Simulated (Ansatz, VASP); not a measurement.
# WS2 in VASP and in Ansatz

```xyz
3
Lattice="0.0000 2.9372 2.9372 2.9372 0.0000 2.9372 2.9372 2.9372 0.0000" Properties=species:S:1:pos:R:3 pbc="T T T"
W     0.0000    0.0000    0.0000
S     1.4686    1.4686    1.4686
S     4.4058    4.4058    4.4058
```

Alike in both runs: task single point; functional PBE; k mesh 11 × 11 × 11; occupations fermi-dirac, width 0.08 eV; no spin polarisation.

|  | VASP | Ansatz |
| --- | --- | --- |
| version | VASP 6.6.1 | Ansatz 0.2.0 |
| potentials or method | VASP PAW PBE potentials, release 64 (W_sv, S), cutoff 520 eV | all-electron LAPW, scalar-relativistic |

|  | VASP | Ansatz | Ansatz less VASP |
| --- | --- | --- | --- |
| pressure (GPa) | 0.1 | 0.1 | 0.00 |

Ansatz ran all-electron here, and VASP with PAW potentials.

Spin-orbit coupling is off throughout.
